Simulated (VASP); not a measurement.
**NaI: elastic constants with PBEsol**

NaI:

```
Na I
1.0
     0.00000    3.03543    3.03543
     3.03543    0.00000    3.03543
     3.03543    3.03543    0.00000
Na I
1 1
Direct
  0.00000 0.00000 0.00000
  0.50000 0.50000 0.50000
```

- Program: VASP 6.6.1
- Task: elastic constants
- Functional: PBEsol
- Potentials or basis: VASP PAW PBE potentials, release 64 (Na_pv, I)
- Cutoff: 600 eV
- k mesh: 8 × 8 × 8
- Occupations: gaussian, width 0.01 eV
- Spin: no spin polarisation
- Dipole correction: no
- Ions in elastic constants: relaxed
- Further INCAR settings: ALGO = Normal; EDIFF = 1e-08; NBANDS = 14; IBRION = 6; POTIM = 0.015; NSW = 1; ISIF = 3

The elastic constants C11, C12, C44 are 73, 10, 8 GPa and the voigt bulk modulus is 31 GPa. The highest phonon frequency at Γ, LO-TO splitting left out is 172 cm⁻¹.

Phonon frequencies in cm⁻¹ (negative: imaginary):
```
              q point        frequencies
(0.000, 0.000, 0.000)  0 0 0 172 172 172
```

Elastic tensor in Voigt notation (GPa, in the Cartesian axes of the cell as first typed):
```
73 10 10  0  0  0
10 73 10  0  0  0
10 10 73  0  0  0
 0  0  0  8  0  0
 0  0  0  0  8  0
 0  0  0  0  0  8
```

Clamped-ion elastic tensor (GPa):
```
73 10 10  0  0  0
10 73 10  0  0  0
10 10 73  0  0  0
 0  0  0  8  0  0
 0  0  0  0  8  0
 0  0  0  0  0  8
```

Run time: 8.2 min on 1 thread of Intel(R) Xeon(R) 6975P-C (Granite Rapids), on a shared host, peak memory 0.37 GiB.

Caveat: the cell is under stress, which shifts elastic constants; the PAW data sets were made with another functional, which shifts forces and pressure a little.
